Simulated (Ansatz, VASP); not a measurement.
**Two plane-wave programs on Ru**

```
Ru
1.0
     2.84027    0.00000    0.00000
    -1.42013    2.45974    0.00000
     0.00000    0.00000    4.46127
Ru
2
Cartesian
  0.0000 1.6398 1.1153
  1.4201 0.8199 3.3460
```

Alike in both runs: task single point; functional BLYP; k mesh 21 × 21 × 12; occupations fermi-dirac, width 0.1 eV; no spin polarisation.

|  | VASP | Ansatz |
| --- | --- | --- |
| version | VASP 6.6.1 | Ansatz 0.2.0 |
| potentials or method | VASP PAW PBE potentials, release 64 (Ru_pv), cutoff 520 eV | plane waves (420 eV) with PAW, scalar-relativistic |
| valence electrons in the cell | 28 | 32 |

VASP gave:

```
pressure (GPa)                                                : -16.5
traceless stress, the component that is largest in VASP (GPa) : -0.51
```

Q: Estimate Ansatz's values.

A: Pressure (GPa): -17.0; traceless stress, the component that is largest in VASP (GPa): -0.55.

VASP's potentials were made for PBE, not for BLYP. VASP's potentials hold 28 valence electrons a cell and Ansatz's 32, so a difference there can come from the potentials and not from the codes.
